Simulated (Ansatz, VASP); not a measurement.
**Two plane-wave programs on GaP**

File INCAR:

```
ALGO = Normal
EDIFF = 1E-6
ENCUT = 500
GGA = CA
GGA_COMPAT = False
ISIF = 2
ISMEAR = 0
LASPH = True
LCHARG = False
LREAL = False
LWAVE = False
NBANDS = 16
NELM = 120
PREC = Accurate
SIGMA = 0.01
```

Contents of KPOINTS:

```
k-points
0
Gamma
  8 8 8
```

POSCAR

```
GaP
1.0
    0.0000000000      2.6956512308      2.6956512308
    2.6956512308      0.0000000000      2.6956512308
    2.6956512308      2.6956512308      0.0000000000
Ga P
1 1
Direct
    0.0000000000      0.0000000000      0.0000000000
    0.2500000000      0.2500000000      0.2500000000
```

Input for Ansatz:

```yaml
crystal:
  lattice:
    - [0.0, 2.6956512308, 2.6956512308]
    - [2.6956512308, 0.0, 2.6956512308]
    - [2.6956512308, 2.6956512308, 0.0]
  atoms:
    - { symbol: Ga, position: [0.0, 0.0, 0.0] }
    - { symbol: P, position: [0.25, 0.25, 0.25] }
basis:
  ecutwfc: 420
kpoints:
  mp_grid: { grid: [8, 8, 8] }
  band_path:
    path:
      - [0.0, 0.0, 0.0]
      - [0.0, 0.0, 0.0]
      - [0.0, 0.0, 0.0]
      - [0.0, 0.0, 0.0]
      - [0.0, 0.0, 0.0]
      - [0.0, 0.0, 0.0]
      - [0.0, 0.0, 0.0]
      - [0.0, 0.0, 0.0]
      - [0.0, 0.0, 0.0]
      - [0.0, 0.0, 0.0]
      - [0.0, 0.0, 0.0]
      - [0.0, 0.0, 0.0]
      - [0.0, 0.0, 0.0]
      - [0.0, 0.0, 0.0]
      - [0.0, 0.0, 0.0]
      - [0.0, 0.0, 0.0]
      - [0.0, 0.0, 0.0]
      - [0.0, 0.0, 0.0]
      - [0.0, 0.0, 0.0]
      - [0.0, 0.0, 0.0]
      - [0.0, 0.0, 0.0]
      - [0.0, 0.0, 0.0]
      - [0.0, 0.0, 0.0]
      - [0.0, 0.0, 0.0]
      - [0.0, 0.0, 0.0]
      - [0.0, 0.0, 0.0]
      - [0.3, 0.3, 0.0]
      - [0.3166666667, 0.3166666667, 0.0]
      - [0.3333333333, 0.3333333333, 0.0]
      - [0.35, 0.35, 0.0]
      - [0.3666666667, 0.3666666667, 0.0]
      - [0.3833333333, 0.3833333333, 0.0]
      - [0.4, 0.4, 0.0]
      - [0.4166666667, 0.4166666667, 0.0]
      - [0.4333333333, 0.4333333333, 0.0]
      - [0.45, 0.45, 0.0]
      - [0.4666666667, 0.4666666667, 0.0]
      - [0.4833333333, 0.4833333333, 0.0]
      - [0.5, 0.5, 0.0]
      - [0.5, 0.5, 0.5]
      - [0.5, 0.5, 0.5]
      - [0.5, 0.5, 0.5]
      - [0.5, 0.5, 0.5]
      - [0.5, 0.5, 0.5]
      - [0.5, 0.5, 0.5]
      - [0.5, 0.5, 0.5]
      - [0.5, 0.5, 0.5]
      - [0.5, 0.5, 0.5]
      - [0.5, 0.5, 0.5]
      - [0.5, 0.5, 0.5]
      - [0.5, 0.5, 0.5]
      - [0.5, 0.5, 0.5]
    npoints: 1
hamiltonian:
  xc: lda
  pseudopotentials: { kind: paw }
scf:
  occupations: { method: fixed }
  n_extra_bands: 5
output:
  eigenvalues: true
```

Alike in both runs: task single point; functional LDA; k mesh 8 × 8 × 8; no spin polarisation.

|  | VASP | Ansatz |
| --- | --- | --- |
| version | VASP 6.6.1 | Ansatz 0.2.0 |
| potentials or method | VASP PAW LDA potentials, release 64 (Ga_d, P), cutoff 500 eV | scalar-relativistic, plane waves, PAW |
| occupations | gaussian, width 0.01 eV | fixed |
| valence electrons in the cell | 18 | 18 |

|  | VASP | Ansatz | Ansatz less VASP |
| --- | --- | --- | --- |
| gap on the k mesh at the Fermi level (eV) | 1.43 | 1.43 | +0.001 |
| least direct gap on the mesh (eV) | 1.91 | 1.88 | -0.029 |

LDA's correlation is that of Perdew and Zunger in VASP and of Perdew and Wang (1992) in Ansatz.
